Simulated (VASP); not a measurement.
Wanted: the native input for a VASP 6.6.1 run.

```
Task                   : single point
Functional             : PBE
Potentials or basis    : VASP PAW PBE potentials, release 64 (I, Cu)
Cutoff                 : 520 eV
k mesh                 : 8 × 8 × 8
Occupations            : gaussian, width 0.024 eV
Spin                   : no spin polarisation
Dipole correction      : no
Further INCAR settings : ALGO = Normal; EDIFF = 1e-07; NBANDS = 16
```

The structure of CuI (Marshite) lies in POSCAR:

```
CuI
1.0
    0.0000000000      3.0315000000      3.0315000000
    3.0315000000      0.0000000000      3.0315000000
    3.0315000000      3.0315000000      0.0000000000
I Cu
1 1
Direct
    0.0000000000      0.0000000000      0.0000000000
    0.7500000000      0.7500000000      0.7500000000
```

One way to write it, as run:

INCAR

```
PREC = Accurate
ENCUT = 520
EDIFF = 1E-7
ISMEAR = 0
SIGMA = 0.024
LREAL = False
LASPH = True
NELM = 60
ALGO = Normal
ISIF = 2
LWAVE = False
LCHARG = False
GGA = PE
NBANDS = 16
```

KPOINTS

```
regular mesh
0
Gamma
  8 8 8
```

Potentials or basis: VASP PAW PBE potentials, release 64 (I, Cu).

The run is started by

```sh
$ cat potpaw_PBE.64/I/POTCAR potpaw_PBE.64/Cu/POTCAR > POTCAR
$ mpirun -np 1 vasp_std > vasp.out
```

It gave:

```yaml
Pressure: 0.3 GPa
Band_gap_on_the_k_mesh: 1.14 eV, direct
```

Caveat: spin-orbit coupling is left out, which moves the levels of the heavy elements.

Wall time 14 s on 1 thread of Intel(R) Xeon(R) 6975P-C (Granite Rapids) (shared host), peak memory 0.18 GiB.
